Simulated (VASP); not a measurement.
A run of VASP 6.6.1:

POSCAR

```
KMgF3
1.0
    3.9859000000      0.0000000000      0.0000000000
    0.0000000000      3.9859000000      0.0000000000
    0.0000000000      0.0000000000      3.9859000000
K Mg F
1 1 3
Direct
    0.5000000000      0.5000000000      0.5000000000
    0.0000000000      0.0000000000      0.0000000000
    0.0000000000      0.0000000000      0.5000000000
    0.0000000000      0.5000000000      0.0000000000
    0.5000000000      0.0000000000      0.0000000000
```

File INCAR.step1:

```
PREC = Accurate
ENCUT = 520
EDIFF = 1E-5
ISMEAR = -1
SIGMA = 0.05
LREAL = False
LASPH = True
NELM = 60
ALGO = Normal
ISIF = 2
LWAVE = True
GGA = PE
NBANDS = 24
KPAR = 4
```

The input INCAR.step2:

```
PREC = Accurate
ENCUT = 520
EDIFF = 1E-6
ISMEAR = -1
SIGMA = 0.05
LREAL = False
LASPH = True
NELM = 60
ALGO = Normal
ISIF = 2
LWAVE = False
LCHARG = True
GGA = PE
LHFCALC = True
HFSCREEN = 0.2079
PRECFOCK = Fast
LVHAR = True
ISTART = 1
NBANDS = 24
KPAR = 4
```

KPOINTS

```
regular mesh
0
Gamma
  6 6 6
```

Potentials or basis: VASP PAW PBE potentials, release 64 (K_sv, Mg, F).

Launch:

```bash
$ cat potpaw_PBE.64/K_sv/POTCAR potpaw_PBE.64/Mg/POTCAR potpaw_PBE.64/F/POTCAR > POTCAR
$ cp INCAR.step1 INCAR
$ mpirun -np 4 vasp_std > vasp.out
$ cp INCAR.step2 INCAR
$ mpirun -np 4 vasp_std > vasp.out
```

Hardware: 4 MPI ranks on Intel(R) Xeon(R) Platinum 8259CL CPU @ 2.50GHz (Skylake/Cascade Lake), on a shared host.

Problem. How long does it take, and how much memory?

Solution. Run time: 13 min on 4 MPI ranks on Intel(R) Xeon(R) Platinum 8259CL CPU @ 2.50GHz (Skylake/Cascade Lake), with other jobs on the host, peak memory 0.3 GiB a rank. Counts: k points 20.
